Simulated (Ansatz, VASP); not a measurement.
**Zr3S2: VASP beside Ansatz**

```
Zr S
1.0
     1.85568    1.07138    8.60204
    -1.85568    1.07138    8.60204
     0.00000   -2.14276    8.60204
Zr S
3 2
Cartesian
  0.0000 0.0000 0.0000
  0.0000 0.0000 5.4064
  0.0000 0.0000 20.3997
  0.0000 0.0000 10.3224
  0.0000 0.0000 15.4837
```

Alike in both runs: task relaxation of cell and atoms; functional PBE; k mesh 6 × 6 × 6; occupations gaussian, width 0.1 eV; no spin polarisation.

|  | VASP | Ansatz |
| --- | --- | --- |
| version | VASP 6.6.1 | Ansatz 0.2.0 |
| potentials or method | VASP PAW PBE potentials, release 64 (Zr_sv, S), cutoff 600 eV | scalar-relativistic, plane waves, PAW |
| valence electrons in the cell | 48 | 48 |

VASP gave:

```
gap on the k mesh at the Fermi level, each at its own relaxed structure (eV) : none
relaxed volume (Å³/atom)                                                     : 19.42
relaxed length of the cell vector where the two differ most in proportion (Å)              : 8.787
```

Q: Which values does Ansatz return?

A: gap on the k mesh at the Fermi level, each at its own relaxed structure (eV): none; relaxed volume (Å³/atom): 19.41; relaxed length of the cell vector where the two differ most in proportion (Å): 8.823.

A gap of «none» marks a metal or a gap that the smearing closes.
